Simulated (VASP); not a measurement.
A run of VASP 6.6.1 is set up as follows.

The input INCAR:

```
SYSTEM = SiC
PREC = Accurate ; ENCUT = 600
EDIFF = 1E-7 ; ISMEAR = 0
SIGMA = 0.01 ; LREAL = .FALSE.
LASPH = .TRUE. ; NELM = 120
ALGO = Normal ; ISIF = 3
LWAVE = .FALSE. ; LCHARG = .FALSE.
GGA = PE ; IBRION = 2
NSW = 80 ; EDIFFG = -0.01
GGA_COMPAT = .FALSE. ; NELMIN = 4
```

The input KPOINTS:

```
regular mesh
0
G
  7 7 7
  0 0 0
```

File POSCAR:

```
SiC
1.0
    0.0000000000      2.1790000000      2.1790000000
    2.1790000000      0.0000000000      2.1790000000
    2.1790000000      2.1790000000      0.0000000000
Si C
1 1
Direct
    0.0000000000      0.0000000000      0.0000000000
    0.2500000000      0.2500000000      0.2500000000
```

Potentials or basis: VASP PAW PBE potentials, release 64 (Si, C).

Launch:

```console
$ cat potpaw_PBE.64/Si/POTCAR potpaw_PBE.64/C/POTCAR > POTCAR
$ mpirun -np 1 vasp_std > vasp.out
```

Predict the space group after relaxing (to 0.05 Å).

F-43m (No. 216).

Estimate the band gap on the k mesh.

1.60 eV, indirect (least direct gap 4.66 eV).

Predict the relaxed volume.

10.49 Å³/atom.

Final structure:
```xyz
2
Lattice="0.0000 2.1893 2.1893 2.1893 0.0000 2.1893 2.1893 2.1893 0.0000" Properties=species:S:1:pos:R:3 pbc="T T T"
Si    2.1893    2.1893    0.0000
C     1.0947    1.0947    1.0947
```

A k mesh can miss the band edges. Zero-point motion and thermal expansion aren't in these numbers.
